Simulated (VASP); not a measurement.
# SnSe (Fm-3m) in VASP: settings compared

SnSe is run at these levels: PBE+D3(BJ), PBE; tasks: single point, relaxation of cell and atoms.

All numbers are computed with VASP 6.6.1; they aren't measurements. Logs are shortened: lines on timing, memory, paths and dates and some standing lists are left out, and cuts for length are marked.

**1. The cell of the first run**

Symmetry: Fm-3m, No. 225, cubic system. Conventional cell: a = 5.981 Å, b = 5.981 Å, c = 5.981 Å, α = 90.00°, β = 90.00°, γ = 90.00°. Sn (site symmetry m-3m) has 6 Se at 2.99 Å within 3.9 Å. Se (site symmetry m-3m) has 6 Sn at 2.99 Å within 3.9 Å.

**2. Single point, PBE+D3(BJ)**

INCAR

```
SYSTEM = SnSe
  PREC = Accurate
  ENCUT = 520
  EDIFF = 1E-7
  ISMEAR = -1
  SIGMA = 0.05
  LREAL = .FALSE.
  LASPH = .TRUE.
  NELM = 100
  ALGO = Normal
  ISIF = 2
  LWAVE = .FALSE.
  LCHARG = .TRUE.
  GGA = PE
  IVDW = 12
  LELF = .TRUE.
  LVHAR = .TRUE.
  NBANDS = 17
```

KPOINTS

```
regular mesh
0
G
  8 8 8
  0 0 0
```

POSCAR

```
SnSe
1.0
    0.0000000000      2.9903179929      2.9903179929
    2.9903179929      0.0000000000      2.9903179929
    2.9903179929      2.9903179929      0.0000000000
Sn Se
1 1
Direct
    0.0000000000      0.0000000000      0.0000000000
    0.5000000000      0.5000000000      0.5000000000
```

Potentials or basis: VASP PAW PBE potentials, release 64 (Sn_d, Se).

Started as:

```
$ cat potpaw_PBE.64/Sn_d/POTCAR potpaw_PBE.64/Se/POTCAR > POTCAR
$ mpirun -np 1 vasp_std > vasp.out
```

OUTCAR:

```text
SYSTEM = SnSe
   PREC = Accurate
   ENCUT = 520
   EDIFF = 1E-7
   ISMEAR = -1
   LREAL = .FALSE.
   LASPH = .TRUE.
   NELM = 100
   ISIF = 2
   GGA = PE
   IVDW = 12
 IVDW          = 12

 ion  position               nearest neighbor table
   1  0.000  0.000  0.000-   2 2.99   2 2.99   2 2.99   2 2.99   2 2.99   2 2.99
   2  0.500  0.500  0.500-   1 2.99   1 2.99   1 2.99   1 2.99   1 2.99   1 2.99

  LATTYP: Found a face centered cubic cell.
 ALAT       =     5.9806359858

  Lattice vectors:

 A1 = (   0.0000000000,   2.9903179929,   2.9903179929)
 A2 = (   2.9903179929,   0.0000000000,   2.9903179929)
 A3 = (   2.9903179929,   2.9903179929,   0.0000000000)

Analysis of symmetry for initial positions (statically):
=====================================================================
 Subroutine PRICEL returns:
 Original cell was already a primitive cell.

 Routine SETGRP: Setting up the symmetry group for a
 face centered cubic supercell.

 Subroutine GETGRP returns: Found 48 space group operations
[... 9 lines left out ...]

 Routine SETGRP: Setting up the symmetry group for a
 face centered cubic supercell.

 Subroutine GETGRP returns: Found 48 space group operations
[... 11 lines left out ...]
                                     Primitive cell

  volume of cell :      53.4789

  direct lattice vectors                    reciprocal lattice vectors
     0.000000000  2.990317993  2.990317993    -0.167206298  0.167206298  0.167206298
     2.990317993  0.000000000  2.990317993     0.167206298 -0.167206298  0.167206298
     2.990317993  2.990317993  0.000000000     0.167206298  0.167206298 -0.167206298

  length of vectors
     4.228948261  4.228948261  4.228948261     0.289609803  0.289609803  0.289609803

  position of ions in fractional coordinates (direct lattice)
     0.000000000  0.000000000  0.000000000
     0.500000000  0.500000000  0.500000000

  ion indices of the primitive-cell ions
   primitive index   ion index
                 1           1
                 2           2

----------------------------------------------------------------------------------------

 KPOINTS: regular mesh

Automatic generation of k-mesh.
 Grid dimensions read from file:
 generate k-points for:    8    8    8

 Generating k-lattice:

  Cartesian coordinates                     Fractional coordinates (reciprocal lattice)
    -0.020900787  0.020900787  0.020900787     0.125000000  0.000000000  0.000000000
     0.020900787 -0.020900787  0.020900787     0.000000000  0.125000000  0.000000000
     0.020900787  0.020900787 -0.020900787     0.000000000  0.000000000  0.125000000

  Length of vectors
     0.036201225  0.036201225  0.036201225

  Shift w.r.t. Gamma in fractional coordinates (k-lattice)
     0.000000000  0.000000000  0.000000000

 Subroutine IBZKPT returns following result:
 ===========================================

 Found     29 irreducible k-points:

 Following reciprocal coordinates:
            Coordinates               Weight
  0.000000  0.000000  0.000000      1.000000
  0.125000  0.000000  0.000000      8.000000
  0.250000  0.000000  0.000000      8.000000
  0.375000  0.000000  0.000000      8.000000
  0.500000  0.000000  0.000000      4.000000
  0.125000  0.125000  0.000000      6.000000
[... 16 lines left out ...]
  0.500000  0.250000  0.125000     48.000000
 -0.375000  0.250000  0.125000     24.000000
 [... further k-points ...]
   k-points           NKPTS =     29   k-points in BZ     NKDIM =     29   number of bands    NBANDS=     17
   number of dos      NEDOS =    301   number of ions     NIONS =      2
   total plane-waves  NPLWV =  32768
   dimension x,y,z NGX =    32 NGY =   32 NGZ =   32
   dimension x,y,z NGXF=    64 NGYF=   64 NGZF=   64
   ions per type =               1   1
   NGX,Y,Z   is equivalent  to a cutoff of  12.58, 12.58, 12.58 a.u.
   NGXF,Y,Z  is equivalent  to a cutoff of  25.16, 25.16, 25.16 a.u.
 SYSTEM =  SnSe
   PREC   = accura    normal or accurate (medium, high low for compatibility)
   ISTART =      0    job   : 0-new  1-cont  2-samecut
   ICHARG =      2    charge: 1-file 2-atom 10-const
   ISPIN  =      1    spin polarized calculation?
   LNONCOLLINEAR =      F non collinear calculations
   LSORBIT =      F    spin-orbit coupling
   LASPH  =      T    aspherical Exc in radial PAW
   ENCUT  =  520.0 eV  38.22 Ry    6.18 a.u.   7.86  7.86  7.86*2*pi/ulx,y,z
   NELM   =    100;   NELMIN=  2; NELMDL= -5     # of ELM steps
   EDIFF  = 0.1E-06   stopping-criterion for ELM
   LREAL  =      F    real-space projection
   EDIFFG = 0.1E-05   stopping-criterion for IOM
   NSW    =      0    number of steps for IOM
   IBRION =     -1    ionic relax: 0-MD 1-quasi-New 2-CG
   NFREE  =      0    steps in history (QN), initial steepest desc. (CG)
   ISIF   =      2    stress and relaxation
   ISYM   =      2    0-nonsym 1-usesym 2-fastsym
   POTIM  = 0.5000    time-step for ionic-motion
   TEBEG  =    0.0;   TEEND  =   0.0 temperature during run
   PSTRESS=    0.0 pullay stress
   NELECT =      20.0000    total number of electrons
   NUPDOWN=      -1.0000    fix difference up-down
   EMIN   =  10.00;   EMAX   =-10.00  energy-range for DOS
   EFERMI =   0.00;   METHOD = LEGACY
   ISMEAR =    -1;   SIGMA  =   0.05  broadening in eV -4-tet -1-fermi 0-gaus
   EFERMI_NEDOS =   21; number of points for ismear=-14 and -15
   IALGO  =     38    algorithm
   IMIX   =      4    mixing-type and parameters
     AMIX     =   0.40;   BMIX     =  1.00
     AMIX_MAG =   1.60;   BMIX_MAG =  1.00
  volume/ion in A,a.u.               =      26.74       180.45
  Fermi-wavevector in a.u.,A,eV,Ry     =   1.179481  2.228895 18.928077  1.391174
  Thomas-Fermi vector in A             =   2.315791
   LORBIT       =      0    0 simple, 1 ext, 2 COOP (PROOUT), +10 PAW based schemes
   GGA     = PE    functional components
   LHFCALC =     F    Hartree Fock is set to
   AEXX    =    0.0000 exact exchange contribution
   IVDW    =    12    specifies the selected vdW correction
   LEPSILON=     F    determine dielectric tensor
   LRPA    =     F    only Hartree local field effects (RPA)
 non-spin polarized calculation
  energy-cutoff  :      520.00
  volume of cell :       53.48
 maximum number of plane-waves:      1459
   NGX = 15   NGY = 15   NGZ = 15

 number of electron      20.0000008 magnetization

 Free energy of the ion-electron system (eV)
  ---------------------------------------------------
  ext. energy  EPLUGINS =         0.00000000
  ---------------------------------------------------
  free energy    TOTEN  =        -8.20904354 eV

  energy without entropy =       -8.20900706  energy(sigma->0) =       -8.20902530

 E-fermi :   6.0940     XC(G=0):  -9.6895

 val. band max:        5.7905244776   @ k =   0.5000   0.0000   0.0000
 cond. band min:       6.4604833278   @ k =   0.5000   0.0000   0.0000
 fundamental gap:      0.6699588502
 Fermi energy:         6.0939886429

 k-point     1 :       0.0000    0.0000    0.0000
  band No.  band energies     occupation
      1     -15.7940      2.00000
      2     -15.7940      2.00000
      3     -15.7940      2.00000
      4     -15.7927      2.00000
      5     -15.7927      2.00000
      6      -8.1946      2.00000
[... 9 lines left out ...]
     16      11.6494      0.00000
     17      13.9850      0.00000

 k-point     2 :       0.1250    0.0000    0.0000
  band No.  band energies     occupation
      1     -15.7943      2.00000
      2     -15.7943      2.00000
      3     -15.7936      2.00000
      4     -15.7916      2.00000
      5     -15.7916      2.00000
      6      -8.0814      2.00000
[... 9 lines left out ...]
     16      12.0269      0.00000
     17      15.0418      0.00000

 k-point     3 :       0.2500    0.0000    0.0000
  band No.  band energies     occupation
      1     -15.7973      2.00000
      2     -15.7973      2.00000
      3     -15.7927      2.00000
      4     -15.7867      2.00000
      5     -15.7867      2.00000
      6      -7.7755      2.00000
[... 9 lines left out ...]
     16      12.9994      0.00000
     17      17.2298      0.00000

 k-point     4 :       0.3750    0.0000    0.0000
  band No.  band energies     occupation
      1     -15.8004      2.00000
      2     -15.8004      2.00000
      3     -15.7918      2.00000
      4     -15.7818      2.00000
      5     -15.7818      2.00000
      6      -7.4036      2.00000
[... 9 lines left out ...]
     16      14.4926      0.00000
     17      17.3569      0.00000

 k-point     5 :       0.5000    0.0000    0.0000
  band No.  band energies     occupation
      1     -15.8017      2.00000
      2     -15.8017      2.00000
      3     -15.7914      2.00000
      4     -15.7798      2.00000
      5     -15.7798      2.00000
      6      -7.2200      2.00000
[... 9 lines left out ...]
     16      16.0368      0.00000
     17      16.0368      0.00000

 k-point     6 :       0.1250    0.1250    0.0000
  band No.  band energies     occupation
      1     -15.7959      2.00000
      2     -15.7951      2.00000
      3     -15.7915      2.00000
      4     -15.7913      2.00000
      5     -15.7913      2.00000
      6      -8.0435      2.00000
[... 9 lines left out ...]
     16      12.7161      0.00000
     17      14.1885      0.00000
[... 281 lines left out ...]
 k-point    21 :       0.5000    0.5000    0.0000
  band No.  band energies     occupation
      1     -15.8241      2.00000
      2     -15.8011      2.00000
      3     -15.7844      2.00000
      4     -15.7750      2.00000
      5     -15.7750      2.00000
      6      -6.9246      2.00000
[... 9 lines left out ...]
     16      17.6150      0.00000
     17      18.4780      0.00000

 k-point    22 :       0.3750    0.2500    0.1250
  band No.  band energies     occupation
      1     -15.8037      2.00000
      2     -15.7946      2.00000
      3     -15.7933      2.00000
      4     -15.7849      2.00000
      5     -15.7827      2.00000
      6      -7.5304      2.00000
[... 9 lines left out ...]
     16      15.2891      0.00000
     17      15.4500      0.00000

 k-point    23 :       0.5000    0.2500    0.1250
  band No.  band energies     occupation
      1     -15.8066      2.00000
      2     -15.7954      2.00000
      3     -15.7916      2.00000
      4     -15.7831      2.00000
      5     -15.7803      2.00000
      6      -7.2142      2.00000
[... 9 lines left out ...]
     16      15.5473      0.00000
     17      16.9807      0.00000

 k-point    24 :      -0.3750    0.2500    0.1250
  band No.  band energies     occupation
      1     -15.8076      2.00000
      2     -15.7965      2.00000
      3     -15.7886      2.00000
      4     -15.7845      2.00000
      5     -15.7788      2.00000
      6      -7.0645      2.00000
[... 9 lines left out ...]
     16      16.6634      0.00000
     17      16.7294      0.00000

 [... further k-points ...]

------------------------ aborting loop because EDIFF is reached ----------------------------------------

 Edisp (eV)   -0.72105

 E8    (eV) :    -0.3250

  FORCE on cell =-STRESS in cart. coord.  units (eV):
  Direction    XX          YY          ZZ          XY          YZ          ZX
  --------------------------------------------------------------------------------------
  -------------------------------------------------------------------------------------
  Total      -0.06917    -0.06917    -0.06917     0.00000    -0.00000    -0.00000
  in kB      -2.07226    -2.07226    -2.07226     0.00000    -0.00000    -0.00000
  external pressure =       -2.07 kB  Pullay stress =        0.00 kB

 VOLUME and BASIS-vectors are now :
 -----------------------------------------------------------------------------
  energy-cutoff  :      520.00
  volume of cell :       53.48
      direct lattice vectors                 reciprocal lattice vectors
     0.000000000  2.990317993  2.990317993    -0.167206298  0.167206298  0.167206298
     2.990317993  0.000000000  2.990317993     0.167206298 -0.167206298  0.167206298
     2.990317993  2.990317993  0.000000000     0.167206298  0.167206298 -0.167206298

 POSITION                                       TOTAL-FORCE (eV/Angst)
 -----------------------------------------------------------------------------------
      0.00000      0.00000      0.00000        -0.000000      0.000000      0.000000
      2.99032      2.99032      2.99032         0.000000     -0.000000     -0.000000
 -----------------------------------------------------------------------------------
    total drift:                                0.000000     -0.000000     -0.000000

  FREE ENERGIE OF THE ION-ELECTRON SYSTEM (eV)
  ---------------------------------------------------
  free  energy   TOTEN  =        -8.9300947386 eV

  energy  without entropy=       -8.9300582557  energy(sigma->0) =       -8.93007650
```

Run time: 55 s. Hardware: 1 thread of AMD EPYC 7R13, shared host; peak memory 0.17 GiB.

Results:

* Free energy: -8.9301 eV
* Pressure: -0.2 GPa
* Band gap on the k mesh: 0.67 eV, direct
* Dispersion energy per atom: -0.361 eV

Levels at points of the mesh, in eV from the valence-band top:
```tsv
k point	band 7	band 8	band 9	band 10	band 11	band 12	band 13	band 14
(0.00, 0.00, 0.00)	-4.98	-2.23	-2.23	-2.23	4.41	4.41	4.41	5.86
(0.50, 0.00, 0.00)	-8.13	-1.98	-1.98	0.00	0.67	1.26	1.26	8.32
(0.50, 0.50, 0.00)	-5.99	-5.59	-3.71	-3.71	2.98	5.48	5.48	6.11
```

Caveat: three body term missing; spin-orbit coupling is left out, which moves the levels of the heavy elements.

[end of part 1 of 3]
